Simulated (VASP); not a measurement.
Here is a VASP 6.6.1 calculation.

INCAR

```
SYSTEM = Ir
  PREC = Accurate
  ENCUT = 500
  EDIFF = 1E-6
  ISMEAR = 0
  SIGMA = 0.1
  LREAL = .FALSE.
  LASPH = .TRUE.
  NELM = 120
  ALGO = Normal
  ISIF = 2
  LWAVE = .FALSE.
  LCHARG = .TRUE.
  GGA = PE
  LELF = .TRUE.
  LVHAR = .TRUE.
  NBANDS = 10
  GGA_COMPAT = .FALSE.
```

Contents of KPOINTS:

```
regular mesh
0
G
  18 18 18
  0 0 0
```

The input POSCAR:

```
Ir
1.0
    0.0000000000      1.8754360736      1.8754360736
    1.8754360736      0.0000000000      1.8754360736
    1.8754360736      1.8754360736      0.0000000000
Ir
1
Direct
    0.0000000000      0.0000000000      0.0000000000
```

Potentials or basis: VASP PAW PBE potentials, release 64 (Ir).

The run is started by

```sh
$ cat potpaw_PBE.64/Ir/POTCAR > POTCAR
$ mpirun -np 1 vasp_std > vasp.out
```

(1) Predict the pressure.

Results:

(1) 42.7 GPa.
